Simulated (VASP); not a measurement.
Write the native input for VASP 6.6.1 that does the following.

- Task: single point
- Functional: PBE
- Dispersion: D3(BJ)
- Potentials or basis: VASP PAW PBE potentials, release 64 (As)
- Cutoff: 500 eV
- k mesh: 6 × 6 × 4
- Occupations: gaussian, width 0.1 eV
- Spin: no spin polarisation
- Dipole correction: no
- Further INCAR settings: ALGO = Normal; EDIFF = 1e-06; NBANDS = 18

The structure of As lies in POSCAR:

```
As
1.0
    1.8259429108     -5.6934005771      0.0000000000
    1.8259429108      5.6934005771      0.0000000000
    0.0000000000      0.0000000000      4.7398728700
As
4
Direct
    0.1045582800      0.8954417200      0.0735437500
    0.8954417200      0.1045582800      0.9264562500
    0.3954417200      0.6045582800      0.5735437500
    0.6045582800      0.3954417200      0.4264562500
```

One way to write it, as run:

INCAR

```
SYSTEM = As
PREC = Accurate
ENCUT = 500
EDIFF = 1E-6
ISMEAR = 0
SIGMA = 0.1
LREAL = .FALSE.
LASPH = .TRUE.
NELM = 120
ALGO = Normal
ISIF = 2
LWAVE = .FALSE.
LCHARG = .FALSE.
GGA = PE
IVDW = 12
NBANDS = 18
GGA_COMPAT = .FALSE.
```

KPOINTS

```
regular mesh
0
G
  6 6 4
  0 0 0
```

Potentials or basis: VASP PAW PBE potentials, release 64 (As).

The run is started by

```console
$ cat potpaw_PBE.64/As/POTCAR > POTCAR
$ mpirun -np 1 vasp_std > vasp.out
```

It gave:

| Property | Result |
| --- | --- |
| Pressure | -0.4 GPa |
| Largest force | 0.379 eV/Å |
| Band gap on the k mesh | 0.00 eV, direct |
| Dispersion energy per atom | -0.364 eV |

Wall time 50 s on 1 thread of AMD EPYC 9R45 96-Core Processor (Zen 5) (shared host), peak memory 0.26 GiB.
